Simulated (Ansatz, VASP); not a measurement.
One calculation of NaCa3Hg, two programs

```
Na Ca Hg
1.0
     4.98174    0.00000    0.00000
     0.00000    4.98174    0.00000
     0.00000    0.00000    4.98174
Na Ca Hg
1 3 1
Direct
  0.00000 0.00000 0.00000
  0.00000 0.50000 0.50000
  0.50000 0.00000 0.50000
  0.50000 0.50000 0.00000
  0.50000 0.50000 0.50000
```

Alike in both runs: task relaxation of cell and atoms; functional PBE; k mesh 4 × 4 × 4; occupations gaussian, width 0.1 eV; no spin polarisation.

```csv
,VASP,Ansatz
version,VASP 6.6.1,Ansatz 0.2.0
potentials or method,"VASP PAW PBE potentials, release 64 (Na_pv, Ca_sv, Hg), cutoff 600 eV","scalar-relativistic, plane waves, PAW"
valence electrons in the cell,49,59
```

|  | VASP | Ansatz | Ansatz less VASP |
| --- | --- | --- | --- |
| gap on the k mesh at the Fermi level, each at its own relaxed structure (eV) | none | none | - |
| relaxed volume (Å³/atom) | 42.83 | 42.58 | -0.242 |
| relaxed length of the cell vector where the two differ most in proportion (Å) | 5.983 | 5.971 | -0.0113 |

A gap of «none» marks a metal or a gap that the smearing closes. VASP's potentials hold 49 valence electrons a cell and Ansatz's 59, so a difference there can come from the potentials and not from the codes.

Spin-orbit coupling is off throughout. Noted on VASP's run: the volume moved by over 15 % at a fixed basis, so the end points are rough.
